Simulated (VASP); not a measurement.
# HCl (I4mm) in VASP: a series of runs, part 2 of 2

VASP 6.6.1. The steps go on from the part before.

**4. Vibrations by perturbation theory, PBEsol**

This run uses another cell than the first one, of 13.45 Å³/atom, 1.419 times its volume.

Input file INCAR:

```
ALGO = Normal
EDIFF = 1E-8
ENCUT = 520
GGA = PS
IBRION = 8
ISIF = 2
ISMEAR = 0
LASPH = T
LCHARG = T
LEPSILON = T
LREAL = F
LWAVE = F
NELM = 100
NSW = 1
PREC = Accurate
SIGMA = 0.01
```

Input file KPOINTS:

```
k-points
0
Gamma
  8 8 8
```

Input file POSCAR:

```
HCl
1.0
   -1.6878811098      1.6878811049      2.3605568108
    1.6878811098     -1.6878811049      2.3605568108
    1.6878811098      1.6878811049     -2.3605568108
H Cl
1 1
Direct
    0.6957584325      0.6957584325      0.0000000000
    0.9722415675      0.9722415675      0.0000000000
```

Potentials or basis: VASP PAW PBE potentials, release 64 (H, Cl).

Command:

```console
$ cat potpaw_PBE.64/H/POTCAR potpaw_PBE.64/Cl/POTCAR > POTCAR
$ mpirun -np 1 vasp_std > vasp.out
```

OUTCAR:

```text
EDIFF = 1E-8
   ENCUT = 520
   GGA = PS
   IBRION = 8
   ISIF = 2
   ISMEAR = 0
   LASPH = T
   LEPSILON = T
   LREAL = F
   NELM = 100
   NSW = 1
   PREC = Accurate

 ion  position               nearest neighbor table
   1  0.696  0.696  0.000-   2 1.31
   2  0.972  0.972  0.000-   1 1.31

  LATTYP: Found a body centered tetragonal cell.
 ALAT       =     3.3757622196
 C/A-ratio  =     1.3985326319

  Lattice vectors:

 A1 = (  -1.6878811098,   1.6878811049,   2.3605568108)
 A2 = (   1.6878811098,  -1.6878811049,   2.3605568108)
 A3 = (   1.6878811098,   1.6878811049,  -2.3605568108)

Analysis of symmetry for initial positions (statically):
=====================================================================
 Subroutine PRICEL returns:
 Original cell was already a primitive cell.
[... 574 lines left out ...]
  z    -0.70738    -0.70738   -32.72370     0.00000     0.00000     0.00000

 SECOND DERIVATIVES (NOT SYMMETRIZED)
 ------------------------------------
               1X          1Y          1Z          2X          2Y          2Z
  1X    -0.151274    0.000000    0.000000    0.151274   -0.000000    0.000000
  1Y    -0.000000   -0.151274   -0.000000    0.000000    0.151274    0.000000
  1Z     0.000000    0.000000  -25.563027    0.000000   -0.000000   25.563027
  2X     0.150119    0.000000    0.000000   -0.150119    0.000000    0.000000
  2Y     0.000000    0.150119    0.000000    0.000000   -0.150119    0.000000
  2Z     0.000000   -0.000000   25.559548    0.000000    0.000000  -25.559548

 Eigenvectors and eigenvalues of the dynamical matrix
 ----------------------------------------------------

   1 f  =   80.148648 THz   503.588807 2PiTHz 2673.471122 cm-1   331.468025 meV
             X         Y         Z           dx          dy          dz
      0.000000  0.000000  3.284755     0.000000   -0.000000    0.986190
      0.000000  0.000000  4.590063    -0.000000    0.000000   -0.165617
[... 21 lines left out ...]
   6 f/i=    0.003845 THz     0.024159 2PiTHz    0.128258 cm-1     0.015902 meV
             X         Y         Z           dx          dy          dz
      0.000000  0.000000  3.284755     0.165008   -0.001207    0.000000
      0.000000  0.000000  4.590063     0.986265   -0.007213    0.000000

--------------------------------------------------------------------------------------------------------

 MACROSCOPIC STATIC DIELECTRIC TENSOR IONIC CONTRIBUTION
 ------------------------------------------------------
           8.833869    -0.000000    -0.000000
          -0.000000     8.833869    -0.000000
          -0.000000    -0.000000     0.115500
 ------------------------------------------------------

 ELASTIC MODULI CONTR FROM IONIC RELAXATION (kBar)
 Direction    XX          YY          ZZ          XY          YZ          ZX
 --------------------------------------------------------------------------------
 XX          -0.9843     -0.9843    -49.7156      0.0000     -0.0000     -0.0000
 YY          -0.9843     -0.9843    -49.7156      0.0000      0.0000     -0.0000
 ZZ         -49.7156    -49.7156  -2511.0940      0.0000      0.0000      0.0000
 XY           0.0000      0.0000      0.0000      0.0000      0.0000      0.0000
 YZ          -0.0000      0.0000      0.0000      0.0000    -80.7867     -0.0000
 ZX          -0.0000     -0.0000      0.0000      0.0000     -0.0000   -287.0513
 --------------------------------------------------------------------------------

 PIEZOELECTRIC TENSOR IONIC CONTR  for field in x, y, z        (C/m^2)
          XX          YY          ZZ          XY          YZ          ZX
  --------------------------------------------------------------------------------
  x     0.00000     0.00000    -0.00000     0.00000     0.00000     1.49840
  y     0.00000    -0.00000    -0.00000     0.00000     0.79491     0.00000
  z     0.01003     0.01003     0.50675     0.00000    -0.00000    -0.00000
```

OSZICAR:

```text
N       E                     dE             d eps       ncg     rms          rms(c)
DAV:   1     0.219699170968E+02    0.21970E+02   -0.37825E+03   944   0.826E+02
DAV:   2    -0.558964005046E+01   -0.27560E+02   -0.26291E+02  1368   0.121E+02
DAV:   3    -0.617576600307E+01   -0.58613E+00   -0.58613E+00  1056   0.221E+01
[... 174 lines left out ...]
RMM:   8    -0.183174907872E+00   -0.62735E-05   -0.11390E-08  1548   0.798E-04    0.239E-04
RMM:   9    -0.183174538933E+00    0.36894E-06   -0.11206E-09  1608   0.204E-04    0.558E-05
RMM:  10    -0.183173982054E+00    0.55688E-06   -0.10219E-09  1664   0.676E-05    0.594E-06
RMM:  11    -0.183174064859E+00   -0.82805E-07   -0.37206E-09  1725   0.116E-05    0.261E-06
RMM:  12    -0.183174073551E+00   -0.86917E-08   -0.36349E-09  1423   0.519E-06    0.183E-06
 Linear response finished
```

stdout:

```text
POSCAR found type information on POSCAR H Cl
 POSCAR found :  2 types and       2 ions
 scaLAPACK will be used
 -----------------------------------------------------------------------------
|                                                                             |
|                                                                             |
|     You enforced a specific xc type in the INCAR file but a different       |
[... 47 lines left out ...]
 force on displaced ion       2 direction 1 :  -0.150  -0.000  -0.000
 Born effective charge ion    2 direction 1 :  -0.445   0.000  -0.000
 Linear response progress:
 first order change of Fermi-energy   0.18349E+01
 force on displaced ion       2 direction 3 :   0.000  -0.000 -25.560
 Born effective charge ion    2 direction 3 :   0.000   0.000  -0.662
 Born effective charges drift removed
 Linear response finished
```

Wall time 3.1 min (1 thread of Intel Xeon Platinum 8488C (Sapphire Rapids), shared host); peak memory 0.24 GiB.

Results:

```yaml
Electronic_dielectric_tensor_diagonal: 3.08, 3.08, 3.21
Born_charges_mean_of_the_diagonal: H +0.52; Cl -0.52 e
Highest_phonon_frequency_at_Γ_LO-TO_splitting_left_out: 2673 cm⁻¹
```

Phonon frequencies in cm⁻¹ (negative: imaginary):
| q point | frequencies |
| --- | --- |
| (0.000, 0.000, 0.000) | 0 0 0 206 206 2673 |

Electronic dielectric tensor:
```
3.08 0.00 0.00
0.00 3.08 0.00
0.00 0.00 3.21
```

Born effective charge tensors (e):
atom 1, H
```
0.44 0.00 0.00
0.00 0.44 0.00
0.00 0.00 0.66
```
atom 2, Cl
```
-0.44  0.00  0.00
 0.00 -0.44  0.00
 0.00  0.00 -0.66
```

Caveat: the cell wasn't relaxed at this level first, which shifts response properties; the PAW data sets were made with another functional, which shifts forces and pressure a little.
